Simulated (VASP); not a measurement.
# SnSe (P6/mmm) in VASP: a series of runs

The runs below take SnSe through single point, relaxation of cell and atoms, with PBE.

Everything below comes from runs of VASP 6.6.1. Logs are shortened: lines on timing, memory, paths and dates and some standing lists are left out, and cuts for length are marked.

## Step 1: The cell of the first run

The structure is hexagonal, space group P6/mmm (No. 191). Conventional cell: a = 3.240 Å, b = 3.240 Å, c = 5.638 Å, α = 90.00°, β = 90.00°, γ = 120.00°. Sn (site symmetry 6/mmm) has 2 Se at 2.82 Å and 6 Sn at 3.24 Å within 3.7 Å. Within 3.7 Å of Se (site symmetry 6/mmm) lie 2 Sn at 2.82 Å and 6 Se at 3.24 Å.

The cell was built from a structure type or drawn by symmetry, and may not be a known phase.

## Step 2: Single point, PBE

Contents of INCAR:

```
SYSTEM = SnSe
PREC = Accurate
ENCUT = 520
EDIFF = 1E-6
ISMEAR = 0
SIGMA = 0.1
LREAL = .False.
LASPH = .True.
NELM = 100
ALGO = Normal
ISIF = 2
LWAVE = .False.
LCHARG = .False.
GGA = PE
NBANDS = 17
```

Contents of KPOINTS:

```
Automatic mesh
0
Gamma
  6 6 4
  0 0 0
```

Contents of POSCAR:

```
SnSe
1.0
    3.2395070409      0.0000000027      0.0000000000
   -1.6197535228      2.8054953918      0.0000000000
    0.0000000000      0.0000000000      5.6375963792
Sn Se
1 1
Direct
    0.0000000000      0.0000000000      0.0000000000
    0.0000000000      0.0000000000      0.5000000000
```

Potentials or basis: VASP PAW PBE potentials, release 64 (Sn_d, Se).

On the command line:

```sh
$ cat potpaw_PBE.64/Sn_d/POTCAR potpaw_PBE.64/Se/POTCAR > POTCAR
$ mpirun -np 1 vasp_std > vasp.out
```

OUTCAR:

```text
SYSTEM = SnSe
   PREC = Accurate
   ENCUT = 520
   EDIFF = 1E-6
   ISMEAR = 0
   LREAL = .False.
   LASPH = .True.
   NELM = 100
   ISIF = 2
   GGA = PE

 ion  position               nearest neighbor table
   1  0.000  0.000  0.000-   2 2.82   2 2.82
   2  0.000  0.000  0.500-   1 2.82   1 2.82

  LATTYP: Found a hexagonal cell.
 ALAT       =     3.2395070409
 C/A-ratio  =     1.7402636599

  Lattice vectors:

 A1 = (   3.2395070409,   0.0000000027,   0.0000000000)
 A2 = (  -1.6197535228,   2.8054953918,   0.0000000000)
 A3 = (   0.0000000000,   0.0000000000,   5.6375963792)

Analysis of symmetry for initial positions (statically):
=====================================================================
 Subroutine PRICEL returns:
 Original cell was already a primitive cell.

 Routine SETGRP: Setting up the symmetry group for a
 hexagonal supercell.

 Subroutine GETGRP returns: Found 24 space group operations
 (whereof 24 operations were pure point group operations)
 out of a pool of 24 trial point group operations.

The static configuration has the point symmetry D_6h.

Analysis of symmetry for dynamics (positions and initial velocities):
=====================================================================
 Subroutine PRICEL returns:
 Original cell was already a primitive cell.

 Routine SETGRP: Setting up the symmetry group for a
 hexagonal supercell.

 Subroutine GETGRP returns: Found 24 space group operations
 (whereof 24 operations were pure point group operations)
 out of a pool of 24 trial point group operations.

The dynamic configuration has the point symmetry D_6h.

 Subroutine INISYM returns: Found 24 space group operations
 (whereof 24 operations are pure point group operations),
 and found     1 'primitive' translations

----------------------------------------------------------------------------------------

                                     Primitive cell

  volume of cell :      51.2369

  direct lattice vectors                    reciprocal lattice vectors
     3.239507041  0.000000003  0.000000000     0.308688942  0.178221644  0.000000000
    -1.619753523  2.805495392  0.000000000    -0.000000000  0.356443287  0.000000000
     0.000000000  0.000000000  5.637596379     0.000000000  0.000000000  0.177380560

  length of vectors
     3.239507041  3.239507041  5.637596379     0.356443287  0.356443287  0.177380560

  position of ions in fractional coordinates (direct lattice)
     0.000000000  0.000000000  0.000000000
     0.000000000  0.000000000  0.500000000

  ion indices of the primitive-cell ions
   primitive index   ion index
                 1           1
                 2           2

----------------------------------------------------------------------------------------

 KPOINTS: Automatic mesh

Automatic generation of k-mesh.
 Grid dimensions read from file:
 generate k-points for:    6    6    4

 Generating k-lattice:

  Cartesian coordinates                     Fractional coordinates (reciprocal lattice)
     0.051448157  0.029703607  0.000000000     0.166666667  0.000000000  0.000000000
    -0.000000000  0.059407215  0.000000000     0.000000000  0.166666667  0.000000000
     0.000000000  0.000000000  0.044345140     0.000000000  0.000000000  0.250000000

  Length of vectors
     0.059407215  0.059407215  0.044345140

  Shift w.r.t. Gamma in fractional coordinates (k-lattice)
     0.000000000  0.000000000  0.000000000

 Subroutine IBZKPT returns following result:
 ===========================================

 Found     21 irreducible k-points:

 Following reciprocal coordinates:
            Coordinates               Weight
  0.000000  0.000000  0.000000      1.000000
  0.166667  0.000000  0.000000      6.000000
  0.333333  0.000000  0.000000      6.000000
  0.500000  0.000000  0.000000      3.000000
  0.166667  0.166667  0.000000      6.000000
  0.333333  0.166667  0.000000     12.000000
[... 13 lines left out ...]
  0.333333  0.166667  0.500000     12.000000
  0.333333  0.333333  0.500000      2.000000
   k-points           NKPTS =     21   k-points in BZ     NKDIM =     21   number of bands    NBANDS=     17
   number of dos      NEDOS =    301   number of ions     NIONS =      2
   total plane-waves  NPLWV =  24192
   dimension x,y,z NGX =    24 NGY =   24 NGZ =   42
   dimension x,y,z NGXF=    48 NGYF=   48 NGZF=   84
   ions per type =               1   1
   NGX,Y,Z   is equivalent  to a cutoff of  12.32, 12.32, 12.39 a.u.
   NGXF,Y,Z  is equivalent  to a cutoff of  24.63, 24.63, 24.77 a.u.
 SYSTEM =  SnSe
   PREC   = accura    normal or accurate (medium, high low for compatibility)
   ISTART =      0    job   : 0-new  1-cont  2-samecut
   ICHARG =      2    charge: 1-file 2-atom 10-const
   ISPIN  =      1    spin polarized calculation?
   LNONCOLLINEAR =      F non collinear calculations
   LSORBIT =      F    spin-orbit coupling
   LASPH  =      T    aspherical Exc in radial PAW
   ENCUT  =  520.0 eV  38.22 Ry    6.18 a.u.   6.02  6.02 10.48*2*pi/ulx,y,z
   NELM   =    100;   NELMIN=  2; NELMDL= -5     # of ELM steps
   EDIFF  = 0.1E-05   stopping-criterion for ELM
   LREAL  =      F    real-space projection
   EDIFFG = 0.1E-04   stopping-criterion for IOM
   NSW    =      0    number of steps for IOM
   IBRION =     -1    ionic relax: 0-MD 1-quasi-New 2-CG
   NFREE  =      0    steps in history (QN), initial steepest desc. (CG)
   ISIF   =      2    stress and relaxation
   ISYM   =      2    0-nonsym 1-usesym 2-fastsym
   POTIM  = 0.5000    time-step for ionic-motion
   TEBEG  =    0.0;   TEEND  =   0.0 temperature during run
   PSTRESS=    0.0 pullay stress
   NELECT =      20.0000    total number of electrons
   NUPDOWN=      -1.0000    fix difference up-down
   EMIN   =  10.00;   EMAX   =-10.00  energy-range for DOS
   EFERMI =   0.00;   METHOD = LEGACY
   ISMEAR =     0;   SIGMA  =   0.10  broadening in eV -4-tet -1-fermi 0-gaus
   EFERMI_NEDOS =   21; number of points for ismear=-14 and -15
   IALGO  =     38    algorithm
   IMIX   =      4    mixing-type and parameters
     AMIX     =   0.40;   BMIX     =  1.00
     AMIX_MAG =   1.60;   BMIX_MAG =  1.00
  volume/ion in A,a.u.               =      25.62       172.88
  Fermi-wavevector in a.u.,A,eV,Ry     =   1.196439  2.260942 19.476291  1.431467
  Thomas-Fermi vector in A             =   2.332380
   LORBIT       =      0    0 simple, 1 ext, 2 COOP (PROOUT), +10 PAW based schemes
   GGA     = PE    functional components
   LHFCALC =     F    Hartree Fock is set to
   AEXX    =    0.0000 exact exchange contribution
   IVDW    =     0    specifies the selected vdW correction
   LEPSILON=     F    determine dielectric tensor
   LRPA    =     F    only Hartree local field effects (RPA)
 non-spin polarized calculation
 Gauss-broadening in eV      SIGMA  =   0.10
  energy-cutoff  :      520.00
  volume of cell :       51.24
 maximum number of plane-waves:      1404
   NGX = 13   NGY = 13   NGZ = 21

 number of electron      19.9999997 magnetization

 Free energy of the ion-electron system (eV)
  ---------------------------------------------------
  ext. energy  EPLUGINS =         0.00000000
  ---------------------------------------------------
  free energy    TOTEN  =        -7.13512168 eV

  energy without entropy =       -7.12577105  energy(sigma->0) =       -7.13044637

 E-fermi :   5.9212     XC(G=0): -10.0078

 val. band max:        5.8917501867   @ k =   0.1667   0.1667   0.5000
 cond. band min:       5.9272824881   @ k =   0.5000   0.0000   0.0000
 fundamental gap:      0.0355323014
 Fermi energy:         5.9212310088

 k-point     1 :       0.0000    0.0000    0.0000
  band No.  band energies     occupation
      1     -15.7142      2.00000
      2     -15.6298      2.00000
      3     -15.6298      2.00000
      4     -15.5319      2.00000
      5     -15.5319      2.00000
      6      -8.1684      2.00000
[... 9 lines left out ...]
     16      17.0785      0.00000
     17      17.0785      0.00000

 k-point     2 :       0.1667    0.0000    0.0000
  band No.  band energies     occupation
      1     -15.6925      2.00000
      2     -15.6297      2.00000
      3     -15.5811      2.00000
      4     -15.5569      2.00000
      5     -15.5377      2.00000
      6      -7.8132      2.00000
[... 9 lines left out ...]
     16      16.2668      0.00000
     17      17.0337      0.00000

 k-point     3 :       0.3333    0.0000    0.0000
  band No.  band energies     occupation
      1     -15.7047      2.00000
      2     -15.6063      2.00000
      3     -15.5755      2.00000
      4     -15.5493      2.00000
      5     -15.4823      2.00000
      6      -6.9317      2.00000
[... 9 lines left out ...]
     16      16.1765      0.00000
     17      17.4592      0.00000

 k-point     4 :       0.5000    0.0000    0.0000
  band No.  band energies     occupation
      1     -15.7200      2.00000
      2     -15.6306      2.00000
      3     -15.5551      2.00000
      4     -15.5401      2.00000
      5     -15.4321      2.00000
      6      -6.3419      2.00000
[... 9 lines left out ...]
     16      15.8668      0.00000
     17      17.0307      0.00000
[... 283 lines left out ...]
      1     -15.6478      2.00000
      2     -15.6361      2.00000
      3     -15.5899      2.00000
      4     -15.5514      2.00000
      5     -15.5075      2.00000
      6      -7.0816      2.00000
[... 9 lines left out ...]
     16      15.9849      0.00000
     17      17.8557      0.00000

 k-point    20 :       0.3333    0.1667    0.5000
  band No.  band energies     occupation
      1     -15.6610      2.00000
      2     -15.6185      2.00000
      3     -15.5683      2.00000
      4     -15.5609      2.00000
      5     -15.4659      2.00000
      6      -6.3303      2.00000
[... 9 lines left out ...]
     16      14.7280      0.00000
     17      17.3223      0.00000

 k-point    21 :       0.3333    0.3333    0.5000
  band No.  band energies     occupation
      1     -15.6010      2.00000
      2     -15.6010      2.00000
      3     -15.5754      2.00000
      4     -15.5399      2.00000
      5     -15.5399      2.00000
      6      -6.0449      2.00000
[... 9 lines left out ...]
     16      14.7797      0.00000
     17      14.7797      0.00000

------------------------ aborting loop because EDIFF is reached ----------------------------------------

  FORCE on cell =-STRESS in cart. coord.  units (eV):
  Direction    XX          YY          ZZ          XY          YZ          ZX
  --------------------------------------------------------------------------------------
  -------------------------------------------------------------------------------------
  Total       -0.0456572     -0.0456572      0.0491727      0.0000000      0.0000000      0.0000000
  in kB       -1.4277029     -1.4277029      1.5376298      0.0000000      0.0000000      0.0000000
  external PRESSURE =      -0.4392586 kB  Pullay stress =       0.0000000 kB

 VOLUME and BASIS-vectors are now :
 -----------------------------------------------------------------------------
  energy-cutoff  :      520.00
  volume of cell :       51.24
      direct lattice vectors                 reciprocal lattice vectors
     3.239507041  0.000000003  0.000000000     0.308688942  0.178221644  0.000000000
    -1.619753523  2.805495392  0.000000000    -0.000000000  0.356443287  0.000000000
     0.000000000  0.000000000  5.637596379     0.000000000  0.000000000  0.177380560

 POSITION                                       TOTAL-FORCE (eV/Angst)
 -----------------------------------------------------------------------------------
      0.00000      0.00000      0.00000         0.000000      0.000000      0.000000
      0.00000      0.00000      2.81880        -0.000000      0.000000      0.000000
 -----------------------------------------------------------------------------------
    total drift:                                0.000000     -0.000000      0.000000

  FREE ENERGIE OF THE ION-ELECTRON SYSTEM (eV)
  ---------------------------------------------------
  free  energy   TOTEN  =        -7.1351216839 eV

  energy  without entropy=       -7.1257710489  energy(sigma->0) =       -7.13044637
```

Run time: 6.4 s. Hardware: 1 thread of Intel Xeon 6975P-C (Granite Rapids), shared host; peak memory 0.16 GiB.

Results:

```
Free energy            : -7.1351 eV
Pressure               : 0.0 GPa
Band gap on the k mesh : zero (bands 10 and 11 overlap by 3.45 eV)
```

Caveat: the k points lie up to 0.37 Å⁻¹ apart, too coarse for converged energies and pressures of a metal; spin-orbit coupling is left out, which moves the levels of the heavy elements.

[end of part 1 of 3]
